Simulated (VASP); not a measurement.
# Cs3Al (Pm-3m) in VASP: a series of runs

Cs3Al is run at these levels: r2SCAN; tasks: single point, relaxation of cell and atoms.

Program: VASP 6.6.1. These are calculated values, not measurements. Logs are shortened: lines on timing, memory, paths and dates and some standing lists are left out, and cuts for length are marked.

## 1. The cell of the first run

It takes space group Pm-3m (No. 221, cubic). Conventional cell: a = 6.232 Å, b = 6.232 Å, c = 6.232 Å, α = 90.00°, β = 90.00°, γ = 90.00°. Within 5.8 Å of Cs (site symmetry 4/mmm) lie 8 Cs at 4.41 Å and 4 Al at 4.41 Å. Al (site symmetry m-3m) has 12 Cs at 4.41 Å within 5.8 Å.

## 2. Single point, r2SCAN

Input file POSCAR:

```
Cs3Al
1.0
    6.2318726706      0.0000000000      0.0000000000
    0.0000000000      6.2318726706      0.0000000000
    0.0000000000      0.0000000000      6.2318726706
Cs Al
3 1
Direct
    0.0000000000      0.5000000000      0.5000000000
    0.5000000000      0.0000000000      0.5000000000
    0.5000000000      0.5000000000      0.0000000000
    0.0000000000      0.0000000000      0.0000000000
```

Input file INCAR.step1:

```
SYSTEM = Cs3Al
ALGO = Normal
EDIFF = 1E-4
ENCUT = 520
GGA = PE
ISMEAR = 0
LASPH = .TRUE.
LCHARG = .FALSE.
LREAL = .FALSE.
LWAVE = .TRUE.
NBANDS = 23
NELM = 100
PREC = Accurate
SIGMA = 0.1
```

Input file INCAR.step2:

```
SYSTEM = Cs3Al
ALGO = Normal
EDIFF = 1E-7
ENCUT = 520
ISIF = 2
ISMEAR = 0
ISTART = 1
LASPH = .TRUE.
LCHARG = .FALSE.
LMIXTAU = .TRUE.
LREAL = .FALSE.
LWAVE = .FALSE.
METAGGA = R2SCAN
NBANDS = 23
NELM = 100
PREC = Accurate
SIGMA = 0.1
```

Input file KPOINTS:

```
k-points
0
G
  4 4 4
  0 0 0
```

Potentials or basis: VASP PAW PBE potentials, release 64 (Cs_sv, Al).

Run with:

```console
cat potpaw_PBE.64/Cs_sv/POTCAR potpaw_PBE.64/Al/POTCAR > POTCAR
cp INCAR.step1 INCAR
mpirun -np 1 vasp_std > vasp.out
cp INCAR.step2 INCAR
mpirun -np 1 vasp_std > vasp.out
```

OUTCAR:

```text
SYSTEM = Cs3Al
   EDIFF = 1E-7
   ENCUT = 520
   ISIF = 2
   ISMEAR = 0
   ISTART = 1
   LASPH = .TRUE.
   LREAL = .FALSE.
   METAGGA = R2SCAN
   NELM = 100
   PREC = Accurate

 ion  position               nearest neighbor table
   1  0.000  0.500  0.500-
   2  0.500  0.000  0.500-
   3  0.500  0.500  0.000-
   4  0.000  0.000  0.000-

  LATTYP: Found a simple cubic cell.
 ALAT       =     6.2318726706

  Lattice vectors:

 A1 = (   6.2318726706,   0.0000000000,   0.0000000000)
 A2 = (   0.0000000000,   6.2318726706,   0.0000000000)
 A3 = (   0.0000000000,   0.0000000000,   6.2318726706)

Analysis of symmetry for initial positions (statically):
=====================================================================
 Subroutine PRICEL returns:
 Original cell was already a primitive cell.

 Routine SETGRP: Setting up the symmetry group for a
 simple cubic supercell.

 Subroutine GETGRP returns: Found 48 space group operations
 (whereof 48 operations were pure point group operations)
 out of a pool of 48 trial point group operations.

The static configuration has the point symmetry O_h .

Analysis of symmetry for dynamics (positions and initial velocities):
=====================================================================
 Subroutine PRICEL returns:
 Original cell was already a primitive cell.

 Routine SETGRP: Setting up the symmetry group for a
 simple cubic supercell.

 Subroutine GETGRP returns: Found 48 space group operations
 (whereof 48 operations were pure point group operations)
 out of a pool of 48 trial point group operations.

The dynamic configuration has the point symmetry O_h .

 Subroutine INISYM returns: Found 48 space group operations
 (whereof 48 operations are pure point group operations),
 and found     1 'primitive' translations

----------------------------------------------------------------------------------------

                                     Primitive cell

  volume of cell :     242.0225

  direct lattice vectors                    reciprocal lattice vectors
     6.231872671  0.000000000  0.000000000     0.160465409  0.000000000  0.000000000
     0.000000000  6.231872671  0.000000000     0.000000000  0.160465409  0.000000000
     0.000000000  0.000000000  6.231872671     0.000000000  0.000000000  0.160465409

[... 68 lines left out ...]
   LSORBIT =      F    spin-orbit coupling
   LASPH  =      T    aspherical Exc in radial PAW
   ENCUT  =  520.0 eV  38.22 Ry    6.18 a.u.  11.59 11.59 11.59*2*pi/ulx,y,z
   NELM   =    100;   NELMIN=  2; NELMDL=  0     # of ELM steps
   EDIFF  = 0.1E-06   stopping-criterion for ELM
   LREAL  =      F    real-space projection
   EDIFFG = 0.1E-05   stopping-criterion for IOM
   NSW    =      0    number of steps for IOM
   IBRION =     -1    ionic relax: 0-MD 1-quasi-New 2-CG
   NFREE  =      0    steps in history (QN), initial steepest desc. (CG)
   ISIF   =      2    stress and relaxation
   ISYM   =      2    0-nonsym 1-usesym 2-fastsym
   POTIM  = 0.5000    time-step for ionic-motion
   TEBEG  =    0.0;   TEEND  =   0.0 temperature during run
   PSTRESS=    0.0 pullay stress
   NELECT =      30.0000    total number of electrons
   NUPDOWN=      -1.0000    fix difference up-down
   EMIN   =  10.00;   EMAX   =-10.00  energy-range for DOS
   EFERMI =   0.00;   METHOD = LEGACY
   ISMEAR =     0;   SIGMA  =   0.10  broadening in eV -4-tet -1-fermi 0-gaus
   EFERMI_NEDOS =   21; number of points for ismear=-14 and -15
   IALGO  =     38    algorithm
   IMIX   =      4    mixing-type and parameters
     AMIX     =   0.40;   BMIX     =  1.00
     AMIX_MAG =   1.60;   BMIX_MAG =  1.00
  volume/ion in A,a.u.               =      60.51       408.31
  Fermi-wavevector in a.u.,A,eV,Ry     =   0.816263  1.542513  9.065357  0.666285
  Thomas-Fermi vector in A             =   1.926500
   LORBIT       =      0    0 simple, 1 ext, 2 COOP (PROOUT), +10 PAW based schemes
   METAGGA = R2SCAN    functional components
   LHFCALC =     F    Hartree Fock is set to
   AEXX    =    0.0000 exact exchange contribution
   IVDW    =     0    specifies the selected vdW correction
   LEPSILON=     F    determine dielectric tensor
   LRPA    =     F    only Hartree local field effects (RPA)
 non-spin polarized calculation
 Gauss-broadening in eV      SIGMA  =   0.10
  energy-cutoff  :      520.00
  volume of cell :      242.02
 maximum number of plane-waves:      6619
 NGX is ok and might be reduce to    48
   NGX = 23   NGY = 23   NGZ = 23

 number of electron      29.9999998 magnetization

 Free energy of the ion-electron system (eV)
  ---------------------------------------------------
  ext. energy  EPLUGINS =         0.00000000
  ---------------------------------------------------
  free energy    TOTEN  =       -80.21264357 eV

  energy without entropy =      -80.17770115  energy(sigma->0) =      -80.19517236

 E-fermi :   1.8916     XC(G=0):  -7.2427

 val. band max:        1.8385189977   @ k =   0.5000   0.5000   0.0000
 cond. band min:       1.9043225790   @ k =   0.2500   0.2500   0.2500
 fundamental gap:      0.0658035814
 Fermi energy:         1.8915646167

 k-point     1 :       0.0000    0.0000    0.0000
  band No.  band energies     occupation
      1     -22.6250      2.00000
      2     -22.5211      2.00000
      3     -22.5211      2.00000
      4      -9.4074      2.00000
      5      -9.4074      2.00000
      6      -9.4074      2.00000
[... 249 lines left out ...]
     22       5.1664      0.00000
     23       5.1664      0.00000

------------------------ aborting loop because EDIFF is reached ----------------------------------------

  FORCE on cell =-STRESS in cart. coord.  units (eV):
  Direction    XX          YY          ZZ          XY          YZ          ZX
  --------------------------------------------------------------------------------------
  -------------------------------------------------------------------------------------
  Total        0.2590205      0.2590205      0.2590205     -0.0000000     -0.0000000      0.0000000
  in kB        1.7147035      1.7147035      1.7147035     -0.0000000     -0.0000000      0.0000000
  external PRESSURE =       1.7147035 kB  Pullay stress =       0.0000000 kB

 VOLUME and BASIS-vectors are now :
 -----------------------------------------------------------------------------
  energy-cutoff  :      520.00
  volume of cell :      242.02
      direct lattice vectors                 reciprocal lattice vectors
     6.231872671  0.000000000  0.000000000     0.160465409  0.000000000  0.000000000
     0.000000000  6.231872671  0.000000000     0.000000000  0.160465409  0.000000000
     0.000000000  0.000000000  6.231872671     0.000000000  0.000000000  0.160465409

 POSITION                                       TOTAL-FORCE (eV/Angst)
 -----------------------------------------------------------------------------------
      0.00000      3.11594      3.11594         0.000000      0.000000      0.000000
      3.11594      0.00000      3.11594         0.000000      0.000000      0.000000
      3.11594      3.11594      0.00000         0.000000      0.000000      0.000000
      0.00000      0.00000      0.00000         0.000000      0.000000      0.000000
 -----------------------------------------------------------------------------------
    total drift:                               -0.000000     -0.000000     -0.000000

  FREE ENERGIE OF THE ION-ELECTRON SYSTEM (eV)
  ---------------------------------------------------
  free  energy   TOTEN  =       -80.2126435686 eV

  energy  without entropy=      -80.1777011514  energy(sigma->0) =      -80.19517236
```

Run time: 2.8 min. Hardware: 1 thread of Oxide Virtual Turin-like, shared host; peak memory 0.34 GiB.

Results:

```yaml
Free_energy: -80.2126 eV
Pressure: 0.2 GPa
Band_gap_on_the_k_mesh: zero (bands 15 and 16 overlap by 0.77 eV)
```

Levels at points of the mesh, in eV from the Fermi level:
| k point | band 13 | band 14 | band 15 | band 16 | band 17 | band 18 |
| --- | --- | --- | --- | --- | --- | --- |
| (0.00, 0.00, 0.00) | -4.61 | -0.98 | 0.71 | 0.71 | 0.71 | 0.98 |
| (0.50, 0.00, 0.00) | -4.28 | -1.12 | 0.11 | 0.21 | 0.21 | 1.83 |
| (0.50, 0.50, 0.00) | -4.20 | -0.51 | -0.51 | -0.05 | 0.80 | 1.89 |
| (0.50, 0.50, 0.50) | -4.34 | 0.21 | 0.21 | 0.21 | 0.66 | 0.66 |

Caveat: the PAW data sets were made with another functional, which shifts forces and pressure a little; spin-orbit coupling is left out, which moves the levels of the heavy elements.

## 3. Relaxation of cell and atoms, r2SCAN

This run uses another cell than the first one, of 36.99 Å³/atom.

Input file POSCAR:

```
Cs3Al
1.0
    5.2893095062      0.0000000000      0.0000000000
    0.0000000000      5.2893095062      0.0000000000
    0.0000000000      0.0000000000      5.2893095062
Cs Al
3 1
Direct
    0.0000000000      0.5000000000      0.5000000000
    0.5000000000      0.0000000000      0.5000000000
    0.5000000000      0.5000000000      0.0000000000
    0.0000000000      0.0000000000      0.0000000000
```

Input file INCAR.step1:

```
SYSTEM = Cs3Al
ALGO = Normal
EDIFF = 1E-4
ENCUT = 600
GGA = PE
ISMEAR = 0
LASPH = .True.
LCHARG = .False.
LREAL = .False.
LWAVE = .True.
NELM = 80
PREC = Accurate
SIGMA = 0.1
```

Input file INCAR.step2:

```
SYSTEM = Cs3Al
ALGO = Normal
EDIFF = 1E-6
EDIFFG = -0.04
ENCUT = 600
IBRION = 2
ISIF = 3
ISMEAR = 0
ISTART = 1
LASPH = .True.
LCHARG = .False.
LMIXTAU = .True.
LREAL = .False.
LWAVE = .False.
METAGGA = R2SCAN
NELM = 80
NSW = 90
PREC = Accurate
SIGMA = 0.1
```

Input file KPOINTS:

```
k-points
0
Gamma
  4 4 4
  0 0 0
```

Potentials or basis: VASP PAW PBE potentials, release 64 (Cs_sv, Al).

Run with:

```console
cat potpaw_PBE.64/Cs_sv/POTCAR potpaw_PBE.64/Al/POTCAR > POTCAR
cp INCAR.step1 INCAR
mpirun -np 1 vasp_std > vasp.out
cp INCAR.step2 INCAR
mpirun -np 1 vasp_std > vasp.out
```

Wall time 20 min (1 thread of Oxide Virtual Turin-like, shared host); peak memory 0.27 GiB.

Results (log left out):

* Free energy: -80.2063 eV
* Relaxed volume: 62.96 Å³/atom
* Relaxed cell: a = 6.315 Å, b = 6.315 Å, c = 6.315 Å, α = 90.00°, β = 90.00°, γ = 90.00°
* Space group after relaxing (to 0.1 Å): Pm-3m (No. 221)
* Energy gained by relaxing: 306.1 meV/atom
* Ionic steps: 6
* Pressure after relaxing: 0.0 GPa
* Band gap on the k mesh: zero (bands 15 and 16 overlap by 0.70 eV)

The path:
| step | energy change (eV) | largest force (eV/Å) | pressure (GPa) | volume (Å³) |
| --- | --- | --- | --- | --- |
| 1 | 0.0000 | 0.0000 | 5.94 | 147.98 |
| 2 | -0.7861 | 0.0000 | 2.56 | 179.36 |
| 3 | -1.1578 | 0.0000 | 0.73 | 218.24 |
| 4 | -1.0847 | 0.0000 | -0.62 | 312.07 |
| 5 | -1.2218 | 0.0000 | -0.11 | 258.09 |
| 6 | -1.2244 | 0.0000 | -0.01 | 251.84 |

Final structure:
```xyz
4
Lattice="6.3150 0.0000 0.0000 0.0000 6.3150 0.0000 0.0000 0.0000 6.3150" Properties=species:S:1:pos:R:3 pbc="T T T"
Cs    0.0000    3.1575    3.1575
Cs    3.1575    0.0000    3.1575
Cs    3.1575    3.1575    0.0000
Al    0.0000    0.0000    0.0000
```

Levels at points of the mesh, in eV from the Fermi level:
| k point | band 11 | band 12 | band 13 | band 14 | band 15 | band 16 | band 17 | band 18 | band 19 |
| --- | --- | --- | --- | --- | --- | --- | --- | --- | --- |
| (0.00, 0.00, 0.00) | -10.72 | -10.72 | -4.59 | -0.97 | 0.67 | 0.67 | 0.67 | 1.00 | 1.00 |
| (0.50, 0.00, 0.00) | -10.75 | -10.75 | -4.29 | -1.12 | 0.11 | 0.21 | 0.21 | 1.84 | 1.97 |
| (0.50, 0.50, 0.00) | -10.85 | -10.63 | -4.21 | -0.52 | -0.52 | -0.02 | 0.71 | 1.87 | 1.87 |
| (0.50, 0.50, 0.50) | -10.63 | -10.63 | -4.33 | 0.17 | 0.17 | 0.17 | 0.65 | 0.65 | 0.65 |

Caveat: the volume moved by over 15 % at a fixed basis, so the end points are rough; the PAW data sets were made with another functional, which shifts forces and pressure a little; spin-orbit coupling is left out, which moves the levels of the heavy elements.

The gap in the log of VASP goes by the Fermi energy; the results here count the filled bands.